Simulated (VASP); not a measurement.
A run of VASP 6.6.1:

Contents of INCAR:

```
SYSTEM = Cs
PREC = Accurate
ENCUT = 520
EDIFF = 1E-6
ISMEAR = -1
SIGMA = 0.1
LREAL = .FALSE.
LASPH = .TRUE.
NELM = 100
ALGO = Normal
ISIF = 2
LWAVE = .FALSE.
LCHARG = .TRUE.
GGA = RP
LELF = .TRUE.
LVHAR = .TRUE.
NBANDS = 16
```

KPOINTS

```
regular mesh
0
G
  11 11 6
  0 0 0
```

POSCAR

```
Cs
1.0
    5.6983310609      0.0000000000      0.0000000000
   -2.8491655305      4.9348994580      0.0000000000
    0.0000000000      0.0000000000      9.3464540333
Cs
2
Direct
    0.3333333333      0.6666666667      0.2500000000
    0.6666666667      0.3333333333      0.7500000000
```

Potentials or basis: VASP PAW PBE potentials, release 64 (Cs_sv).

The run is started by

```console
$ cat potpaw_PBE.64/Cs_sv/POTCAR > POTCAR
$ mpirun -np 1 vasp_std > vasp.out
```

Hardware: 1 thread of Intel Xeon 8259CL, with other jobs on the host.

**Question.** Estimate the wall time of this run.

**Answer.** Wall time 7.9 min on 1 thread of Intel Xeon 8259CL, on a shared host, peak memory 0.46 GiB. Counts: scf iterations 11, k points 64.
